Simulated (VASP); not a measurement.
# BiAs (wurtzite type) (P6_3mc) in VASP: further runs

BiAs (wurtzite type) is run at these levels: PBE; tasks: electric field gradients, single point.

Everything below comes from runs of VASP 6.6.1. Logs are shortened: lines on timing, memory, paths and dates and some standing lists are left out, and cuts for length are marked.

## (1) The cell of the first run

The structure is hexagonal, space group P6_3mc (No. 186). Conventional cell: a = 5.035 Å, b = 5.035 Å, c = 6.498 Å, α = 90.00°, β = 90.00°, γ = 120.00°. Bi (site symmetry 3m) has 5 As at 2.80 to 3.70 Å within 3.7 Å. Within 3.7 Å of As (site symmetry 3m) lie 5 Bi at 2.80 to 3.70 Å.

## (2) Electric field gradients, PBE

Input file INCAR:

```
SYSTEM = BiAs
PREC     = Accurate       ! precision mode
ENCUT    = 520            ! plane-wave cutoff, eV
EDIFF    = 1E-8           ! SCF threshold, eV
ISMEAR   = -1             ! smearing method
SIGMA    = 0.05           ! smearing width, eV
LREAL    = .False.        ! projectors in reciprocal space
LASPH    = .True.         ! aspherical terms in the spheres
NELM     = 60             ! most SCF steps
ALGO     = Normal         ! electronic algorithm
ISIF     = 2              ! what is computed and relaxed
LWAVE    = .False.        ! write WAVECAR
LCHARG   = .False.        ! write CHGCAR
GGA      = PE             ! functional
LEFG     = .True.       
NBANDS   = 28             ! bands
```

Input file KPOINTS:

```
Automatic mesh
0
Gamma
  10 10 6
  0 0 0
```

Input file POSCAR:

```
BiAs
1.0
    5.0352345427      0.0000000000      0.0000000000
   -2.5176172714      4.3606410280      0.0000000000
    0.0000000000      0.0000000000      6.4976952971
Bi As
2 2
Direct
    0.3333333333      0.6666666667     -0.0273585753
    0.6666666667      0.3333333333      0.4726414247
    0.3333333333      0.6666666667      0.4033585753
    0.6666666667      0.3333333333      0.9033585753
```

Potentials or basis: VASP PAW PBE potentials, release 64 (Bi_d, As).

Started as:

```bash
$ cat potpaw_PBE.64/Bi_d/POTCAR potpaw_PBE.64/As/POTCAR > POTCAR
$ mpirun -np 1 vasp_std > vasp.out
```

OUTCAR:

```text
SYSTEM = BiAs
   PREC = Accurate
   ENCUT = 520
   EDIFF = 1E-8
   ISMEAR = -1
   LREAL = .False.
   LASPH = .True.
   NELM = 60
   ISIF = 2
   GGA = PE

 ion  position               nearest neighbor table
   1  0.333  0.667  0.973-   3 2.80   4 2.94   4 2.94   4 2.94
   2  0.667  0.333  0.473-   4 2.80   3 2.94   3 2.94   3 2.94
   3  0.333  0.667  0.403-   1 2.80   2 2.94   2 2.94   2 2.94
   4  0.667  0.333  0.903-   2 2.80   1 2.94   1 2.94   1 2.94

  LATTYP: Found a hexagonal cell.
 ALAT       =     5.0352345427
 C/A-ratio  =     1.2904454086

  Lattice vectors:

 A1 = (   5.0352345427,   0.0000000000,   0.0000000000)
 A2 = (  -2.5176172714,   4.3606410280,   0.0000000000)
 A3 = (   0.0000000000,   0.0000000000,   6.4976952971)

Analysis of symmetry for initial positions (statically):
=====================================================================
 Subroutine PRICEL returns:
 Original cell was already a primitive cell.

 Routine SETGRP: Setting up the symmetry group for a
 hexagonal supercell.

 Subroutine GETGRP returns: Found 12 space group operations
 (whereof  6 operations were pure point group operations)
 out of a pool of 24 trial point group operations.

The static configuration has the point symmetry C_3v.
 The point group associated with its full space group is C_6v.

Analysis of symmetry for dynamics (positions and initial velocities):
=====================================================================
 Subroutine PRICEL returns:
 Original cell was already a primitive cell.

 Routine SETGRP: Setting up the symmetry group for a
 hexagonal supercell.

 Subroutine GETGRP returns: Found 12 space group operations
 (whereof  6 operations were pure point group operations)
 out of a pool of 24 trial point group operations.

The dynamic configuration has the point symmetry C_3v.
 The point group associated with its full space group is C_6v.

 Subroutine INISYM returns: Found 12 space group operations
 (whereof  6 operations are pure point group operations),
 and found     1 'primitive' translations

----------------------------------------------------------------------------------------

                                     Primitive cell

  volume of cell :     142.6689

  direct lattice vectors                    reciprocal lattice vectors
     5.035234543  0.000000000  0.000000000     0.198600481  0.114662041  0.000000000
    -2.517617271  4.360641028  0.000000000     0.000000000  0.229324082  0.000000000
     0.000000000  0.000000000  6.497695297     0.000000000  0.000000000  0.153900722

  length of vectors
     5.035234543  5.035234543  6.497695297     0.229324082  0.229324082  0.153900722

  position of ions in fractional coordinates (direct lattice)
     0.333333333  0.666666667  0.972641425
     0.666666667  0.333333333  0.472641425
     0.333333333  0.666666667  0.403358575
     0.666666667  0.333333333  0.903358575

  ion indices of the primitive-cell ions
   primitive index   ion index
                 1           1
                 2           2
                 3           3
                 4           4

----------------------------------------------------------------------------------------

 KPOINTS: Automatic mesh

Automatic generation of k-mesh.
 Grid dimensions read from file:
 generate k-points for:   10   10    6

 Generating k-lattice:

  Cartesian coordinates                     Fractional coordinates (reciprocal lattice)
     0.019860048  0.011466204  0.000000000     0.100000000  0.000000000  0.000000000
     0.000000000  0.022932408  0.000000000     0.000000000  0.100000000  0.000000000
     0.000000000  0.000000000  0.025650120     0.000000000  0.000000000  0.166666667

  Length of vectors
     0.022932408  0.022932408  0.025650120

[... 39 lines left out ...]
   dimension x,y,z NGXF=    80 NGYF=   80 NGZF=   96
   ions per type =               2   2
   NGX,Y,Z   is equivalent  to a cutoff of  13.21, 13.21, 12.28 a.u.
   NGXF,Y,Z  is equivalent  to a cutoff of  26.41, 26.41, 24.56 a.u.
 SYSTEM =  BiAs
   PREC   = accura    normal or accurate (medium, high low for compatibility)
   ISTART =      0    job   : 0-new  1-cont  2-samecut
   ICHARG =      2    charge: 1-file 2-atom 10-const
   ISPIN  =      1    spin polarized calculation?
   LNONCOLLINEAR =      F non collinear calculations
   LSORBIT =      F    spin-orbit coupling
   LASPH  =      T    aspherical Exc in radial PAW
   ENCUT  =  520.0 eV  38.22 Ry    6.18 a.u.   9.36  9.36 12.08*2*pi/ulx,y,z
   NELM   =     60;   NELMIN=  2; NELMDL= -5     # of ELM steps
   EDIFF  = 0.1E-07   stopping-criterion for ELM
   LREAL  =      F    real-space projection
   EDIFFG = 0.1E-06   stopping-criterion for IOM
   NSW    =      0    number of steps for IOM
   IBRION =     -1    ionic relax: 0-MD 1-quasi-New 2-CG
   NFREE  =      0    steps in history (QN), initial steepest desc. (CG)
   ISIF   =      2    stress and relaxation
   ISYM   =      2    0-nonsym 1-usesym 2-fastsym
   POTIM  = 0.5000    time-step for ionic-motion
   TEBEG  =    0.0;   TEEND  =   0.0 temperature during run
   PSTRESS=    0.0 pullay stress
   NELECT =      40.0000    total number of electrons
   NUPDOWN=      -1.0000    fix difference up-down
   EMIN   =  10.00;   EMAX   =-10.00  energy-range for DOS
   EFERMI =   0.00;   METHOD = LEGACY
   ISMEAR =    -1;   SIGMA  =   0.05  broadening in eV -4-tet -1-fermi 0-gaus
   EFERMI_NEDOS =   21; number of points for ismear=-14 and -15
   IALGO  =     38    algorithm
   IMIX   =      4    mixing-type and parameters
     AMIX     =   0.40;   BMIX     =  1.00
     AMIX_MAG =   1.60;   BMIX_MAG =  1.00
  volume/ion in A,a.u.               =      35.67       240.69
  Fermi-wavevector in a.u.,A,eV,Ry     =   1.071482  2.024808 15.620502  1.148074
  Thomas-Fermi vector in A             =   2.207224
   LORBIT       =      0    0 simple, 1 ext, 2 COOP (PROOUT), +10 PAW based schemes
   GGA     = PE    functional components
   LHFCALC =     F    Hartree Fock is set to
   AEXX    =    0.0000 exact exchange contribution
   IVDW    =     0    specifies the selected vdW correction
   LEPSILON=     F    determine dielectric tensor
   LRPA    =     F    only Hartree local field effects (RPA)
 non-spin polarized calculation
  energy-cutoff  :      520.00
  volume of cell :      142.67
 maximum number of plane-waves:      3865
 NGX is ok and might be reduce to    40
   NGX = 19   NGY = 19   NGZ = 25

 number of electron      40.0000001 magnetization

 Free energy of the ion-electron system (eV)
  ---------------------------------------------------
  ext. energy  EPLUGINS =         0.00000000
  ---------------------------------------------------
  free energy    TOTEN  =       -16.82950236 eV

  energy without entropy =      -16.82636011  energy(sigma->0) =      -16.82793124

 E-fermi :   4.2511     XC(G=0):  -8.4413

 val. band max:        4.1683056458   @ k =   0.3000   0.3000   0.0000
 cond. band min:       4.3472675204   @ k =   0.1000  -0.0000   0.0000
 fundamental gap:      0.1789618746
 Fermi energy:         4.2511029657

 k-point     1 :       0.0000    0.0000    0.0000
  band No.  band energies     occupation
      1     -19.1035      2.00000
      2     -19.0897      2.00000
      3     -19.0897      2.00000
      4     -19.0888      2.00000
      5     -19.0885      2.00000
      6     -19.0885      2.00000
[... 733 lines left out ...]
     27       8.9421      0.00000
     28       9.5093      0.00000

 [... further k-points ...]

------------------------ aborting loop because EDIFF is reached ----------------------------------------

  FORCE on cell =-STRESS in cart. coord.  units (eV):
  Direction    XX          YY          ZZ          XY          YZ          ZX
  --------------------------------------------------------------------------------------
  -------------------------------------------------------------------------------------
  Total        0.0068288      0.0068288      0.0349573     -0.0000000      0.0000000     -0.0000000
  in kB        0.0766874      0.0766874      0.3925717     -0.0000000      0.0000000     -0.0000000
  external PRESSURE =       0.1819822 kB  Pullay stress =       0.0000000 kB

 VOLUME and BASIS-vectors are now :
 -----------------------------------------------------------------------------
  energy-cutoff  :      520.00
  volume of cell :      142.67
      direct lattice vectors                 reciprocal lattice vectors
     5.035234543  0.000000000  0.000000000     0.198600481  0.114662041  0.000000000
    -2.517617271  4.360641028  0.000000000     0.000000000  0.229324082  0.000000000
     0.000000000  0.000000000  6.497695297     0.000000000  0.000000000  0.153900722

 POSITION                                       TOTAL-FORCE (eV/Angst)
 -----------------------------------------------------------------------------------
     -0.00000      2.90709      6.31993        -0.000000      0.000000     -0.008096
      2.51762      1.45355      3.07108         0.000000     -0.000000     -0.008096
     -0.00000      2.90709      2.62090        -0.000000      0.000000      0.008096
      2.51762      1.45355      5.86975        -0.000000      0.000000      0.008096
 -----------------------------------------------------------------------------------
    total drift:                               -0.000000      0.000000      0.000463

  FREE ENERGIE OF THE ION-ELECTRON SYSTEM (eV)
  ---------------------------------------------------
  free  energy   TOTEN  =       -16.8295023646 eV

  energy  without entropy=      -16.8263601059  energy(sigma->0) =      -16.82793124

 Electric field gradients (V/A^2)
---------------------------------------------------------------------
 ion       V_xx      V_yy      V_zz      V_xy      V_xz      V_yz
---------------------------------------------------------------------
   1      22.687    22.686   -45.373    -0.001     0.000    -0.000
   2      22.687    22.686   -45.373    -0.001    -0.000     0.000
   3      -7.081    -7.081    14.162     0.000     0.000    -0.000
   4      -7.081    -7.081    14.162     0.000    -0.000     0.000
---------------------------------------------------------------------

 Electric field gradients after diagonalization (V/A^2)
 (convention: |V_zz| > |V_xx| > |V_yy|)
----------------------------------------------------------------------
 ion       V_xx      V_yy      V_zz     asymmetry (V_yy - V_xx)/ V_zz
----------------------------------------------------------------------
   1      22.688    22.685   -45.373       0.000
   2      22.688    22.685   -45.373       0.000
   3      -7.081    -7.081    14.162       0.000
   4      -7.081    -7.081    14.162       0.000
----------------------------------------------------------------------

           NMR quadrupolar parameters

 Cq : quadrupolar parameter    Cq=e*Q*V_zz/h
 eta: asymmetry parameters     (V_yy - V_xx)/ V_zz
 Q  : nuclear electric quadrupole moment in mb (millibarn)
----------------------------------------------------------------------
 ion       Cq(MHz)       eta       Q (mb)
----------------------------------------------------------------------
   1      -0.110       0.000       1.000
   2      -0.110       0.000       1.000
   3       0.034       0.000       1.000
   4       0.034       0.000       1.000
----------------------------------------------------------------------
```

Run time: 6.3 min. Hardware: 1 thread of Oxide Virtual Turin-like, shared host; peak memory 0.34 GiB.

Results:

- Free energy: -16.8295 eV
- Pressure: 0.0 GPa
- Largest force: 0.008 eV/Å
- Band gap on the k mesh: 0.18 eV (least direct gap 0.91 eV)
- Largest electric field gradient by atom: Bi -45.4; As +14.2 V/Å²

Forces in eV/Å, atoms in the order of the input:
```
Bi   0.000  0.000 -0.008
Bi   0.000  0.000 -0.008
As   0.000  0.000  0.008
As   0.000  0.000  0.008
```

Levels at points of the mesh, in eV from the valence-band top:
| k point | band 16 | band 17 | band 18 | band 19 | band 20 | band 21 | band 22 | band 23 | band 24 | band 25 |
| --- | --- | --- | --- | --- | --- | --- | --- | --- | --- | --- |
| (0.00, 0.00, 0.00) | -3.42 | -3.42 | -1.85 | -1.85 | -1.78 | 0.18 | 0.18 | 2.16 | 2.16 | 2.56 |
| (0.50, 0.00, 0.00) | -4.18 | -3.31 | -2.55 | -2.30 | -0.93 | 1.72 | 2.14 | 3.03 | 3.32 | 4.43 |
| (0.00, 0.00, 0.50) | -2.77 | -2.77 | -2.77 | -2.28 | -2.28 | 1.04 | 1.04 | 1.04 | 1.04 | 1.76 |
| (0.50, 0.00, 0.50) | -3.51 | -2.56 | -2.56 | -1.48 | -1.48 | 0.44 | 0.44 | 2.75 | 2.75 | 3.40 |

Electric field gradients, principal values (V/Å²):
```csv
atom,least,middle,greatest (by size)
1 Bi,22.685,22.688,-45.373
2 Bi,22.685,22.688,-45.373
3 As,-7.081,-7.081,14.162
4 As,-7.081,-7.081,14.162
```

Caveat: without QUAD_EFG the Cq values of the log hold for a quadrupole moment of 1 mb, not for the nuclei; spin-orbit coupling is left out, which moves the levels of the heavy elements. A k mesh can miss the band edges.

[end of part 1 of 2]
